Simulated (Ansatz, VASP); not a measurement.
## Two plane-wave programs on TaN

```
Ta N
1.0
     4.93965    0.00000    0.00000
    -2.46982    4.27786    0.00000
     0.00000    0.00000    2.91036
Ta N
3 3
Cartesian
  0.0000 2.8519 1.4552
  2.4698 1.4260 1.4552
  0.0000 0.0000 0.0000
  1.9383 0.0000 0.0000
  1.5006 2.5992 0.0000
  -0.9692 1.6787 0.0000
```

Change from the starting cell: strain -0.050 along x and y, +0.000 along z, atoms carried along.

Alike in both runs: task single point; functional r2SCAN; k mesh 12 × 12 × 16; occupations gaussian, width 0.15 eV; no spin polarisation.

|  | VASP | Ansatz |
| --- | --- | --- |
| version | VASP 6.6.1 | Ansatz 0.2.0 |
| potentials or method | VASP PAW PBE potentials, release 64 (Ta_pv, N), cutoff 660 eV | scalar-relativistic, plane waves, PAW |
| valence electrons in the cell | 48 | 54 |

Ansatz gave:

```
gap on the k mesh at the Fermi level (eV)                     : none
pressure (GPa)                                                : 42.3
traceless stress, the component that is largest in VASP (GPa) : -20.11
rms of the force components (eV/Å)                            : 0.406
```

Which values does VASP return?

gap on the k mesh at the Fermi level (eV): none; pressure (GPa): 45.0; traceless stress, the component that is largest in VASP (GPa): -20.47; rms of the force components (eV/Å): 0.428.

VASP's potentials were made for PBE, not for r2SCAN. Atom by atom the forces differ by 0.022 eV/Å (rms over components). A gap of «none» marks a metal or a gap that the smearing closes. Both programs put the cell under a high pressure, so it lies far from rest at this level. With one functional, cell and mesh, what is left measures potentials, basis and numerics. VASP's potentials hold 48 valence electrons a cell and Ansatz's 54, so a difference there can come from the potentials and not from the codes.

Spin-orbit coupling is off throughout.
